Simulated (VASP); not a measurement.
Here is a VASP 6.6.1 calculation.

Contents of INCAR:

```
PREC = Accurate
ENCUT = 520
EDIFF = 1E-6
ISMEAR = 0
SIGMA = 0.1
LREAL = F
LASPH = T
NELM = 100
ALGO = Normal
ISIF = 2
LWAVE = F
LCHARG = T
GGA = PE
LELF = T
LVHAR = T
NBANDS = 26
```

Contents of KPOINTS:

```
regular mesh
0
Gamma
  6 6 2
```

Contents of POSCAR:

```
MgO
1.0
    2.9819921000      0.0000000000      0.0000000000
   -1.4909960000      2.5824809000      0.0000000000
    0.0000000000      0.0000000000     10.0777081000
Mg O
4 4
Direct
    0.6666667000      0.3333333000      0.8780530000
    0.3333333000      0.6666667000      0.1219470000
    0.3333333000      0.6666667000      0.3780530000
    0.6666667000      0.3333333000      0.6219470000
    0.0000000000      0.0000000000      0.0000000000
    0.0000000000      0.0000000000      0.5000000000
    0.6666667000      0.3333333000      0.2500000000
    0.3333333000      0.6666667000      0.7500000000
```

Potentials or basis: VASP PAW PBE potentials, release 64 (Mg, O).

Run with:

```sh
$ cat potpaw_PBE.64/Mg/POTCAR potpaw_PBE.64/O/POTCAR > POTCAR
$ mpirun -np 1 vasp_std > vasp.out
```

Task: What does it give for the pressure?

Result: -0.7 GPa.

Task: Predict the band gap on the k mesh.

Result: 4.15 eV.

Task: Predict the largest force.

Result: 0.003 eV/Å.

Forces in eV/Å, atoms in the order of the input:
```
Mg   0.000  0.000  0.003
Mg   0.000  0.000 -0.003
Mg   0.000  0.000  0.003
Mg   0.000  0.000 -0.003
O    0.000  0.000  0.000
O    0.000  0.000  0.000
O    0.000  0.000  0.000
O    0.000  0.000  0.000
```
